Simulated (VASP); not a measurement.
# BiTe (P1) in VASP: single point with PBE

Aim: the single point of BiTe with PBE.

Everything below comes from runs of VASP 6.6.1. Logs are shortened: lines on timing, memory, paths and dates and some standing lists are left out, and cuts for length are marked.

## 1. The cell of the first run

The typed cell holds 2 atoms: a = 5.119 Å, b = 5.110 Å, c = 5.116 Å, α = 59.92°, β = 59.74°, γ = 59.60°.

## 2. Single point, PBE (atoms moved at random and the cell strained at random)

INCAR

```
ALGO = Normal
EDIFF = 1E-7
ENCUT = 520
GGA = PE
ISIF = 2
ISMEAR = 0
LASPH = T
LCHARG = F
LREAL = F
LWAVE = F
NBANDS = 18
NELM = 80
PREC = Accurate
SIGMA = 0.05
```

KPOINTS

```
k-points
0
Gamma
  8 8 8
```

POSCAR

```
BiTe
1.0
    0.0158031982      3.6169018497      3.6229600520
    3.6040988687      0.0157694269      3.6229938233
    3.6110502898      3.6238870420      0.0088180059
Bi Te
1 1
Direct
   -0.0131595163     -0.0065441898      0.0232691555
    0.2631595163      0.2565441898      0.2267308445
```

Potentials or basis: VASP PAW PBE potentials, release 64 (Bi_d, Te).

Command:

```sh
> cat potpaw_PBE.64/Bi_d/POTCAR potpaw_PBE.64/Te/POTCAR > POTCAR
> mpirun -np 1 vasp_std > vasp.out
```

OUTCAR:

```text
EDIFF = 1E-7
   ENCUT = 520
   GGA = PE
   ISIF = 2
   ISMEAR = 0
   LASPH = T
   LREAL = F
   NELM = 80
   PREC = Accurate

 ion  position               nearest neighbor table
   1  0.987  0.993  0.023-   2 3.02   2 3.07   2 3.12   2 3.32
   2  0.263  0.257  0.227-   1 3.02   1 3.07   1 3.12   1 3.32

  Warning from LATTYP: Got some problem with cell dimensions!
  Tried to take original basis but could not verify dimensions!
  LATTYP: Found a triclinic cell.
 ALAT       =     8.8442670512
 B/A-ratio  =     0.5774293291
 C/A-ratio  =     0.5788361658
 COS(alpha) =     0.0016713914
 COS(beta)  =     0.2933851585
 COS(gamma) =     0.8655190074

  Lattice vectors:

 A1 = (  -3.5971474476,   3.5923481882,  -7.2371696407)
 A2 = (   0.0069514211,   3.6081176151,  -3.6141758174)
 A3 = (  -0.0158031982,  -3.6169018497,  -3.6229600520)

Analysis of symmetry for initial positions (statically):
=====================================================================
 Subroutine PRICEL returns:
 Original cell was already a primitive cell.

 Routine SETGRP: Setting up the symmetry group for a
 triclinic supercell.

 Subroutine GETGRP returns: Found  1 space group operations
 (whereof  1 operations were pure point group operations)
 out of a pool of  2 trial point group operations.

The static configuration has the point symmetry C_1 .

Analysis of symmetry for dynamics (positions and initial velocities):
=====================================================================
 Subroutine PRICEL returns:
 Original cell was already a primitive cell.

 Routine SETGRP: Setting up the symmetry group for a
 triclinic supercell.

 Subroutine GETGRP returns: Found  1 space group operations
 (whereof  1 operations were pure point group operations)
 out of a pool of  2 trial point group operations.

The dynamic configuration has the point symmetry C_1 .

 Subroutine INISYM returns: Found  1 space group operations
 (whereof  1 operations are pure point group operations),
 and found     1 'primitive' translations

----------------------------------------------------------------------------------------

                                     Primitive cell

  volume of cell :      94.1094

  direct lattice vectors                    reciprocal lattice vectors
     0.015803198  3.616901850  3.622960052    -0.139509717  0.138679308  0.138178519
     3.604098869  0.015769427  3.622993823     0.139170993 -0.139014233  0.138174720
     3.611050290  3.623887042  0.008818006     0.138635201  0.138139717 -0.138513445

  length of vectors
     5.119381630  5.110368047  5.115888901     0.240391794  0.240386721  0.239767126

  position of ions in fractional coordinates (direct lattice)
     0.986840484  0.993455810  0.023269156
     0.263159516  0.256544190  0.226730844

  ion indices of the primitive-cell ions
   primitive index   ion index
                 1           1
                 2           2

----------------------------------------------------------------------------------------

 KPOINTS: k-points

Automatic generation of k-mesh.
 Grid dimensions read from file:
 generate k-points for:    8    8    8

 Generating k-lattice:

  Cartesian coordinates                     Fractional coordinates (reciprocal lattice)
    -0.017438715  0.017334913  0.017272315     0.125000000 -0.000000000  0.000000000
     0.017396374 -0.017376779  0.017271840     0.000000000  0.125000000  0.000000000
     0.017329400  0.017267465 -0.017314181     0.000000000  0.000000000  0.125000000

  Length of vectors
     0.030048974  0.030048340  0.029970891

  Shift w.r.t. Gamma in fractional coordinates (k-lattice)
     0.000000000  0.000000000  0.000000000

 Subroutine IBZKPT returns following result:
 ===========================================

 Found    260 irreducible k-points:

 Following reciprocal coordinates:
            Coordinates               Weight
  0.000000  0.000000  0.000000      1.000000
  0.125000  0.000000  0.000000      2.000000
  0.250000  0.000000  0.000000      2.000000
  0.375000  0.000000  0.000000      2.000000
  0.500000  0.000000  0.000000      1.000000
  0.000000  0.125000 -0.000000      2.000000
[... 16 lines left out ...]
  0.125000  0.375000  0.000000      2.000000
  0.250000  0.375000  0.000000      2.000000
 [... further k-points ...]
   k-points           NKPTS =    260   k-points in BZ     NKDIM =    260   number of bands    NBANDS=     18
   number of dos      NEDOS =    301   number of ions     NIONS =      2
   total plane-waves  NPLWV =  64000
   dimension x,y,z NGX =    40 NGY =   40 NGZ =   40
   dimension x,y,z NGXF=    80 NGYF=   80 NGZF=   80
   ions per type =               1   1
   NGX,Y,Z   is equivalent  to a cutoff of  12.99, 13.01, 13.00 a.u.
   NGXF,Y,Z  is equivalent  to a cutoff of  25.98, 26.02, 26.00 a.u.
 SYSTEM =  unknown system
   PREC   = accura    normal or accurate (medium, high low for compatibility)
   ISTART =      0    job   : 0-new  1-cont  2-samecut
   ICHARG =      2    charge: 1-file 2-atom 10-const
   ISPIN  =      1    spin polarized calculation?
   LNONCOLLINEAR =      F non collinear calculations
   LSORBIT =      F    spin-orbit coupling
   LASPH  =      T    aspherical Exc in radial PAW
   ENCUT  =  520.0 eV  38.22 Ry    6.18 a.u.   9.52  9.50  9.51*2*pi/ulx,y,z
   NELM   =     80;   NELMIN=  2; NELMDL= -5     # of ELM steps
   EDIFF  = 0.1E-06   stopping-criterion for ELM
   LREAL  =      F    real-space projection
   EDIFFG = 0.1E-05   stopping-criterion for IOM
   NSW    =      0    number of steps for IOM
   IBRION =     -1    ionic relax: 0-MD 1-quasi-New 2-CG
   NFREE  =      0    steps in history (QN), initial steepest desc. (CG)
   ISIF   =      2    stress and relaxation
   ISYM   =      2    0-nonsym 1-usesym 2-fastsym
   POTIM  = 0.5000    time-step for ionic-motion
   TEBEG  =    0.0;   TEEND  =   0.0 temperature during run
   PSTRESS=    0.0 pullay stress
   NELECT =      21.0000    total number of electrons
   NUPDOWN=      -1.0000    fix difference up-down
   EMIN   =  10.00;   EMAX   =-10.00  energy-range for DOS
   EFERMI =   0.00;   METHOD = LEGACY
   ISMEAR =     0;   SIGMA  =   0.05  broadening in eV -4-tet -1-fermi 0-gaus
   EFERMI_NEDOS =   21; number of points for ismear=-14 and -15
   IALGO  =     38    algorithm
   IMIX   =      4    mixing-type and parameters
     AMIX     =   0.40;   BMIX     =  1.00
     AMIX_MAG =   1.60;   BMIX_MAG =  1.00
  volume/ion in A,a.u.               =      47.05       317.54
  Fermi-wavevector in a.u.,A,eV,Ry     =   0.992972  1.876444 13.415246  0.985993
  Thomas-Fermi vector in A             =   2.124821
   LORBIT       =      0    0 simple, 1 ext, 2 COOP (PROOUT), +10 PAW based schemes
   GGA     = PE    functional components
   LHFCALC =     F    Hartree Fock is set to
   AEXX    =    0.0000 exact exchange contribution
   IVDW    =     0    specifies the selected vdW correction
   LEPSILON=     F    determine dielectric tensor
   LRPA    =     F    only Hartree local field effects (RPA)
 non-spin polarized calculation
 Gauss-broadening in eV      SIGMA  =   0.05
  energy-cutoff  :      520.00
  volume of cell :       94.11
 maximum number of plane-waves:      2601
 NGX is ok and might be reduce to    40
   NGX = 19   NGY = 19   NGZ = 19

 number of electron      21.0000000 magnetization

 Free energy of the ion-electron system (eV)
  ---------------------------------------------------
  ext. energy  EPLUGINS =         0.00000000
  ---------------------------------------------------
  free energy    TOTEN  =        -6.66007690 eV

  energy without entropy =       -6.65704374  energy(sigma->0) =       -6.65856032

 E-fermi :   3.8511     XC(G=0):  -7.7538

 val. band max:        3.8501073920   @ k =  -0.2500   0.2500   0.5000
 cond. band min:       3.8544089537   @ k =   0.3750   0.2500   0.5000
 fundamental gap:      0.0043015617
 Fermi energy:         3.8511305019

 k-point     1 :       0.0000    0.0000    0.0000
  band No.  band energies     occupation
      1     -19.5831      2.00000
      2     -19.5784      2.00000
      3     -19.5271      2.00000
      4     -19.5259      2.00000
      5     -19.5171      2.00000
      6      -9.2668      2.00000
[... 10 lines left out ...]
     17      10.5619      0.00000
     18      10.9856      0.00000

 k-point     2 :       0.1250    0.0000    0.0000
  band No.  band energies     occupation
      1     -19.5833      2.00000
      2     -19.5779      2.00000
      3     -19.5271      2.00000
      4     -19.5259      2.00000
      5     -19.5168      2.00000
      6      -9.1698      2.00000
[... 10 lines left out ...]
     17      10.6641      0.00000
     18      11.4901      0.00000

 k-point     3 :       0.2500    0.0000    0.0000
  band No.  band energies     occupation
      1     -19.5838      2.00000
      2     -19.5768      2.00000
      3     -19.5270      2.00000
      4     -19.5262      2.00000
      5     -19.5161      2.00000
      6      -8.8923      2.00000
[... 10 lines left out ...]
     17      10.4239      0.00000
     18      12.9125      0.00000

 k-point     4 :       0.3750    0.0000    0.0000
  band No.  band energies     occupation
      1     -19.5843      2.00000
      2     -19.5757      2.00000
      3     -19.5270      2.00000
      4     -19.5264      2.00000
      5     -19.5153      2.00000
      6      -8.4983      2.00000
[... 375 lines left out ...]
      4     -19.5258      2.00000
      5     -19.5152      2.00000
      6      -8.5576      2.00000
[... 10 lines left out ...]
     17      10.1896      0.00000
     18      12.3557      0.00000

 k-point    23 :       0.1250    0.3750    0.0000
  band No.  band energies     occupation
      1     -19.5826      2.00000
      2     -19.5778      2.00000
      3     -19.5274      2.00000
      4     -19.5257      2.00000
      5     -19.5156      2.00000
      6      -8.6228      2.00000
[... 10 lines left out ...]
     17      10.6209      0.00000
     18      12.3826      0.00000

 k-point    24 :       0.2500    0.3750    0.0000
  band No.  band energies     occupation
      1     -19.5816      2.00000
      2     -19.5788      2.00000
      3     -19.5271      2.00000
      4     -19.5257      2.00000
      5     -19.5158      2.00000
      6      -8.5322      2.00000
[... 10 lines left out ...]
     17      11.7090      0.00000
     18      12.4331      0.00000

 [... further k-points ...]

------------------------ aborting loop because EDIFF is reached ----------------------------------------

  FORCE on cell =-STRESS in cart. coord.  units (eV):
  Direction    XX          YY          ZZ          XY          YZ          ZX
  --------------------------------------------------------------------------------------
  -------------------------------------------------------------------------------------
  Total        0.2301654      0.1701821      0.3154552     -0.2205745      0.1728662      0.0406552
  in kB        3.9184781      2.8972847      5.3705038     -3.7551967      2.9429811      0.6921388
  external PRESSURE =       4.0620889 kB  Pullay stress =       0.0000000 kB

 VOLUME and BASIS-vectors are now :
 -----------------------------------------------------------------------------
  energy-cutoff  :      520.00
  volume of cell :       94.11
      direct lattice vectors                 reciprocal lattice vectors
     0.015803198  3.616901850  3.622960052    -0.139509717  0.138679308  0.138178519
     3.604098869  0.015769427  3.622993823     0.139170993 -0.139014233  0.138174720
     3.611050290  3.623887042  0.008818006     0.138635201  0.138139717 -0.138513445

 POSITION                                       TOTAL-FORCE (eV/Angst)
 -----------------------------------------------------------------------------------
      3.68013      3.66930      7.17477        -0.117009     -0.009707      0.182318
      1.74751      1.77751      1.88487         0.117009      0.009707     -0.182318
 -----------------------------------------------------------------------------------
    total drift:                               -0.000006     -0.000040      0.000218

  FREE ENERGIE OF THE ION-ELECTRON SYSTEM (eV)
  ---------------------------------------------------
  free  energy   TOTEN  =        -6.6600768965 eV

  energy  without entropy=       -6.6570437400  energy(sigma->0) =       -6.65856032
```

Wall time 3.4 min (1 thread of AMD EPYC 9R45 (Zen 5), shared host); peak memory 0.54 GiB.

What came out:

```
Free energy            : -6.6601 eV
Pressure               : 0.4 GPa
Largest force          : 0.217 eV/Å
Band gap on the k mesh : zero (an odd number of electrons rules out a gap without spin polarisation)
```

Forces in eV/Å, atoms in the order of the input:
```
Bi  -0.117 -0.010  0.182
Te   0.117  0.010 -0.182
```

Stress tensor (GPa, compression positive):
```
 0.39 -0.38  0.07
-0.38  0.29  0.29
 0.07  0.29  0.54
```

Levels at points of the mesh, in eV from the Fermi level:
```
           k point  band 9  band 10  band 11  band 12  band 13  band 14
(0.00, 0.00, 0.00)   -2.87    -2.16    -0.51    -0.04     0.23     3.04
(0.50, 0.00, 0.00)   -3.20    -2.93     0.40     1.32     2.36     4.91
(0.00, 0.50, 0.00)   -3.28    -2.88     0.29     1.39     2.28     4.88
(0.50, 0.50, 0.00)   -3.80    -1.92    -0.87     2.55     2.97     4.66
(0.00, 0.00, 0.50)   -3.55    -3.33     0.52     0.87     2.02     4.78
(0.50, 0.00, 0.50)   -3.84    -1.87    -0.95     2.67     2.85     4.74
(0.00, 0.50, 0.50)   -3.82    -1.92    -0.91     2.60     2.95     4.71
(0.50, 0.50, 0.50)   -3.29    -2.87     0.26     1.40     2.18     4.87
```

Caveat: the cell differs from its parent crystal (atoms moved at random and the cell strained at random); spin-orbit coupling is left out, which moves the levels of the heavy elements.
